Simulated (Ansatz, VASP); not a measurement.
One calculation of Ta2C, two programs

```
CELL_PARAMETERS angstrom
3.07770 0.00000 0.00000
-1.53885 2.66537 0.00000
0.00000 0.00000 4.88823
ATOMIC_POSITIONS crystal
Ta 0.33333 0.66667 0.25308
Ta 0.66667 0.33333 0.74692
C 0.00000 0.00000 0.00000
```

Alike in both runs: functional LDA; k mesh 9 × 9 × 4; occupations gaussian, width 0.1 eV; no spin polarisation.

Ansatz relaxed the structure, and its values are those at the end. VASP's run is a single point on that final structure, the one shown.

```csv
,VASP,Ansatz
version,VASP 6.6.1,Ansatz 0.2.0
potentials or method,"VASP PAW LDA potentials, release 64 (Ta_pv, C), cutoff 520 eV","scalar-relativistic, plane waves, PAW"
valence electrons in the cell,26,30
```

|  | VASP | Ansatz | Ansatz less VASP |
| --- | --- | --- | --- |
| gap on the k mesh at the Fermi level (eV) | none | none | - |
| pressure (GPa) | 1.4 | -0.1 | -1.46 |
| rms of the force components (eV/Å) | 0.006 | 0.021 | +0.0145 |

LDA's correlation is that of Perdew and Zunger in VASP and of Perdew and Wang (1992) in Ansatz. A gap of «none» marks a metal or a gap that the smearing closes. VASP's potentials hold 26 valence electrons a cell and Ansatz's 30, so a difference there can come from the potentials and not from the codes.

Neither program's run includes spin-orbit coupling.
